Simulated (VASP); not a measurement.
A run of VASP 6.6.1 is set up as follows.

The input INCAR:

```
SYSTEM = Si
PREC = Accurate ; ENCUT = 520
EDIFF = 1E-6 ; ISMEAR = 0
SIGMA = 0.1 ; LREAL = .FALSE.
LASPH = .TRUE. ; NELM = 100
ALGO = Normal ; ISIF = 2
LWAVE = .FALSE. ; LCHARG = .TRUE.
LDIPOL = .TRUE. ; IDIPOL = 3
DIPOL = 0.5 0.5 0.385 ; GGA = PE
IVDW = 12 ; LELF = .TRUE.
LVHAR = .TRUE. ; LVACPOTAV = .TRUE.
NBANDS = 16
```

KPOINTS

```
Automatic mesh
0
G
  9 9 1
  0 0 0
```

File POSCAR:

```
Si
1.0
    3.8472023583      0.0000000000      0.0000000000
   -1.9236011792      3.3317749758      0.0000000000
    0.0000000000      0.0000000000     18.4446971468
Si
4
Direct
    0.3333333333      0.6666666667      0.2695814702
    0.6666666667      0.3333333333      0.2439725610
    0.1666666667      1.6666666667      0.5256089091
    0.5000000000      1.3333333333      0.5000000000
```

Potentials or basis: VASP PAW PBE potentials, release 64 (Si).

Launch:

```sh
$ cat potpaw_PBE.64/Si/POTCAR > POTCAR
$ mpirun -np 1 vasp_std > vasp.out
```

Problem. What does it give for the band gap on the k mesh?

Solution. 0.38 eV.

Problem. Estimate the largest force.

Solution. 0.097 eV/Å.

Problem. Predict the dispersion energy per atom.

Solution. -0.232 eV.

Forces in eV/Å, atoms in the order of the input:
```
Si   0.008 -0.005  0.096
Si   0.007  0.000  0.039
Si  -0.007  0.000 -0.039
Si  -0.008  0.005 -0.096
```

Caveat: the cell differs from its parent crystal (layers slid over each other).
